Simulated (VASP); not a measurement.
**Be2CdO3: relaxation of cell and atoms with PBE**

Crystal: Be2CdO3.

```
Be Cd O
1.0
     4.31461    0.00000    0.00000
    -2.15730    3.73656    0.00000
     0.00000    0.00000    4.31121
Be Cd O
2 1 3
Direct
  0.33333 0.66667 0.50000
  0.66667 0.33333 0.50000
  0.00000 0.00000 0.50000
  0.50000 0.00000 0.00000
  0.00000 0.50000 0.00000
  0.50000 0.50000 0.00000
```

The cell was built from a structure type or drawn by symmetry, and may not be a known phase.

- Program: VASP 6.6.1
- Task: relaxation of cell and atoms
- Functional: PBE
- Potentials or basis: VASP PAW PBE potentials, release 64 (Be, Cd, O)
- Cutoff: 600 eV
- k mesh: 3 × 3 × 3
- Occupations: gaussian, width 0.15 eV
- Spin: no spin polarisation
- Dipole correction: no
- Further INCAR settings: ALGO = Normal; EDIFF = 1e-07; IBRION = 2; EDIFFG = -0.08; NSW = 36; ISIF = 3

| Item | Value |
| --- | --- |
| Relaxed volume | 8.82 Å³/atom |
| Relaxed cell | a = 4.942 Å, b = 4.942 Å, c = 2.503 Å, α = 90.00°, β = 90.00°, γ = 120.00° |
| Space group after relaxing (to 0.1 Å) | P6/mmm (No. 191) |
| Pressure after relaxing | -0.1 GPa |
| Band gap on the k mesh | zero (bands 17 and 18 overlap by 0.03 eV) |

Stress tensor (GPa, compression positive):
```
-0.12  0.00  0.00
 0.00 -0.12  0.00
 0.00  0.00 -0.02
```

Final structure:
```
Be Cd O
1.0
     4.94158    0.00000    0.00000
    -2.47079    4.27953    0.00000
     0.00000    0.00000    2.50251
Be Cd O
2 1 3
Direct
  0.33333 0.66667 0.50000
  0.66667 0.33333 0.50000
  0.00000 0.00000 0.50000
  0.50000 0.00000 0.00000
  0.00000 0.50000 0.00000
  0.50000 0.50000 0.00000
```

Levels at points of the mesh, in eV from the Fermi level:
```tsv
k point	band 14	band 15	band 16	band 17	band 18	band 19	band 20	band 21
(0.00, 0.00, 0.00)	-0.85	-0.85	-0.64	-0.15	-0.15	7.71	7.94	8.21
```

Run time: 4.8 min on 1 thread of Intel Xeon 8259CL, with other jobs on the host, peak memory 0.23 GiB.

Caveat: the k points lie up to 0.84 Å⁻¹ apart in the final cell; the volume moved by over 15 % at a fixed basis, so the end points are rough; semilocal functionals underestimate gaps, so a narrow gap can read as zero.
